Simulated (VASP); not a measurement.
CaBr, 2 atoms in the cell. It takes space group P-6m2 (No. 187, hexagonal). The conventional cell has a = 3.917 Å, b = 3.917 Å, c = 4.341 Å, α = 90.00°, β = 90.00°, γ = 120.00°. Br (site symmetry -6m2) has 6 Ca at 3.13 Å and 6 Br at 3.92 Å within 4.1 Å. Within 4.1 Å of Ca (site symmetry -6m2) lie 6 Br at 3.13 Å and 6 Ca at 3.92 Å. 

- Program: VASP 6.6.1
- Task: single point
- Functional: LDA
- Potentials or basis: VASP PAW LDA potentials, release 64 (Br, Ca_sv)
- Cutoff: 520 eV
- k mesh: 7 × 7 × 5
- Occupations: fermi-dirac, width 0.1 eV
- Spin: non-collinear spin, zero start, spin-orbit coupling
- Starting moments: [[0.0, 0.0, 0.0], [0.0, 0.0, 0.0]] μB
- Dipole correction: no
- Further INCAR settings: ALGO = Normal; EDIFF = 1e-07; NBANDS = 29

Potentials or basis: VASP PAW LDA potentials, release 64 (Br, Ca_sv).

Launch:

```sh
$ cat potpaw_LDA.64/Br/POTCAR potpaw_LDA.64/Ca_sv/POTCAR > POTCAR
$ mpirun -np 1 vasp_ncl > vasp.out
```

Hardware: 1 thread of Intel(R) Xeon(R) Platinum 8375C CPU @ 2.90GHz (Ice Lake) (shared host).

**Question.** Estimate the wall time of this run.

**Answer.** Wall time 86 s on 1 thread of Intel(R) Xeon(R) Platinum 8375C CPU @ 2.90GHz (Ice Lake), on a shared host, peak memory 0.29 GiB. Counts: scf iterations 12, k points 36.
